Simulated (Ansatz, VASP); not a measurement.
**ScC8 in VASP and in Ansatz**

INCAR

```
ALGO = Normal ; EDIFF = 1E-6
EDIFFG = -0.04 ; ENCUT = 600
GGA = PE ; IBRION = 2
ISIF = 3 ; ISMEAR = 0
LASPH = T ; LCHARG = F
LREAL = F ; LWAVE = F
NELM = 100 ; NSW = 90
PREC = Accurate ; SIGMA = 0.1
```

The input KPOINTS:

```
k-points
0
Gamma
  4 4 4
```

The input POSCAR:

```
ScC8
1.0
   -2.9060695300      2.9060695300      2.9060695300
    2.9060695300     -2.9060695300      2.9060695300
    2.9060695300      2.9060695300     -2.9060695300
Sc C
1 8
Direct
    0.0000000000      0.0000000000      0.0000000000
    0.6238900000      0.6238900000      0.6238900000
    0.0000000000      0.0000000000      0.3761100000
    0.0000000000      0.3761100000      0.0000000000
    0.3761100000      0.0000000000      0.0000000000
    0.0000000000      0.0000000000      0.6238900000
    0.3761100000      0.3761100000      0.3761100000
    0.0000000000      0.6238900000      0.0000000000
    0.6238900000      0.0000000000      0.0000000000
```

Input for Ansatz:

```yaml
crystal:
  lattice:
    - [-2.90606953, 2.90606953, 2.90606953]
    - [2.90606953, -2.90606953, 2.90606953]
    - [2.90606953, 2.90606953, -2.90606953]
  atoms:
    - { symbol: Sc, position: [0.0, 0.0, 0.0] }
    - { symbol: C, position: [0.62389, 0.62389, 0.62389] }
    - { symbol: C, position: [0.0, 0.0, 0.37611] }
    - { symbol: C, position: [0.0, 0.37611, 0.0] }
    - { symbol: C, position: [0.37611, 0.0, 0.0] }
    - { symbol: C, position: [0.0, 0.0, 0.62389] }
    - { symbol: C, position: [0.37611, 0.37611, 0.37611] }
    - { symbol: C, position: [0.0, 0.62389, 0.0] }
    - { symbol: C, position: [0.62389, 0.0, 0.0] }
basis:
  ecutwfc: 420
kpoints:
  mp_grid: { grid: [4, 4, 4] }
hamiltonian:
  xc: pbe
scf:
  occupations: { method: gaussian, width: 0.1 }
  lower_state_search: "off"
output:
  forces: true
  stress: true
  eigenvalues: true
relax:
  adjacent_minimum: "off"
  f_tol: 0.04
  max_steps: 70
  cell: { stress_tol: 0.4 }
```

Alike in both runs: task relaxation of cell and atoms; functional PBE; k mesh 4 × 4 × 4; occupations gaussian, width 0.1 eV; no spin polarisation.

```csv
,VASP,Ansatz
version,VASP 6.6.1,Ansatz 0.2.0
potentials or method,"VASP PAW PBE potentials, release 64 (Sc_sv, C), cutoff 600 eV","scalar-relativistic, plane waves, PAW"
valence electrons in the cell,43,43
```

Ansatz gave:

| Quantity | Value |
| --- | --- |
| gap on the k mesh at the Fermi level, each at its own relaxed structure (eV) | none |
| relaxed volume (Å³/atom) | 16.06 |
| relaxed cell length with the largest relative difference (Å) | 5.726 |

**Question.** Estimate VASP's values.

**Answer.** gap on the k mesh at the Fermi level, each at its own relaxed structure (eV): none; relaxed volume (Å³/atom): 16.03; relaxed cell length with the largest relative difference (Å): 5.722.

A gap of «none» marks a metal or a gap that the smearing closes.

The k mesh is coarse, so the values compare programs but aren't converged. Noted on VASP's run: the volume moved by over 15 % at a fixed basis, so the end points are rough.
